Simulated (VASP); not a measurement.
Set up this calculation in VASP 6.6.1, as the native input.

* Task: single point
* Functional: PBE
* Potentials or basis: VASP PAW PBE potentials, release 64 (Sb)
* Cutoff: 520 eV
* k mesh: 8 × 8 × 8
* Occupations: fermi-dirac, width 0.1 eV
* Spin: no spin polarisation
* Dipole correction: no
* Further INCAR settings: ALGO = Normal; EDIFF = 1e-07; NBANDS = 8

The structure of Sb lies in POSCAR:

```
Sb
1.0
   -1.8713408863      1.8713408863      1.8713408863
    1.8713408863     -1.8713408863      1.8713408863
    1.8713408863      1.8713408863     -1.8713408863
Sb
1
Direct
    0.0000000000      0.0000000000      0.0000000000
```

These files were run (other wordings do the same):

INCAR

```
PREC = Accurate
ENCUT = 520
EDIFF = 1E-7
ISMEAR = -1
SIGMA = 0.1
LREAL = False
LASPH = True
NELM = 60
ALGO = Normal
ISIF = 2
LWAVE = False
LCHARG = False
GGA = PE
NBANDS = 8
```

KPOINTS

```
regular mesh
0
Gamma
  8 8 8
```

Potentials or basis: VASP PAW PBE potentials, release 64 (Sb).

Launch:

```bash
$ cat potpaw_PBE.64/Sb/POTCAR > POTCAR
$ mpirun -np 1 vasp_std > vasp.out
```

It gave:

```yaml
Pressure: 2.2 GPa
```

Wall time 3.4 s on 1 thread of Intel Xeon 6975P-C (shared host), peak memory 0.14 GiB.
